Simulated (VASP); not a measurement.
Here is a VASP 6.6.1 calculation.

Contents of INCAR:

```
PREC     = Accurate       # precision mode
ENCUT    = 520            # plane-wave cutoff, eV
EDIFF    = 1E-6           # SCF threshold, eV
ISMEAR   = 0              # smearing method
SIGMA    = 0.15           # smearing width, eV
LREAL    = F              # projectors in reciprocal space
LASPH    = T              # aspherical terms in the spheres
NELM     = 80             # most SCF steps
ALGO     = Fast           # electronic algorithm
ISIF     = 2              # what is computed and relaxed
LWAVE    = F              # write WAVECAR
LCHARG   = T              # write CHGCAR
GGA      = PS             # functional
LELF     = T              # ELF
LVHAR    = T            
NBANDS   = 12             # bands
```

File KPOINTS:

```
regular mesh
0
Gamma
  18 18 18
```

POSCAR

```
Sc
1.0
    0.0000000000      2.2705000000      2.2364425000
    2.2705000000      0.0000000000      2.2364425000
    2.2705000000      2.2705000000      0.0000000000
Sc
1
Direct
    0.0000000000      0.0000000000      0.0000000000
```

Potentials or basis: VASP PAW PBE potentials, release 64 (Sc_sv).

Command:

```console
$ cat potpaw_PBE.64/Sc_sv/POTCAR > POTCAR
$ mpirun -np 1 vasp_std > vasp.out
```

Q: Estimate the pressure.

A: 1.2 GPa.

Q: What does it give for the band gap on the k mesh?

A: Zero (an odd number of electrons rules out a gap without spin polarisation).

Stress tensor (GPa, compression positive):
```
1.10 0.00 0.00
0.00 1.10 0.00
0.00 0.00 1.54
```

Caveat: the cell differs from its parent crystal (strain +0.000 along x and y, -0.015 along z); the PAW data sets were made with another functional, which shifts forces and pressure a little.
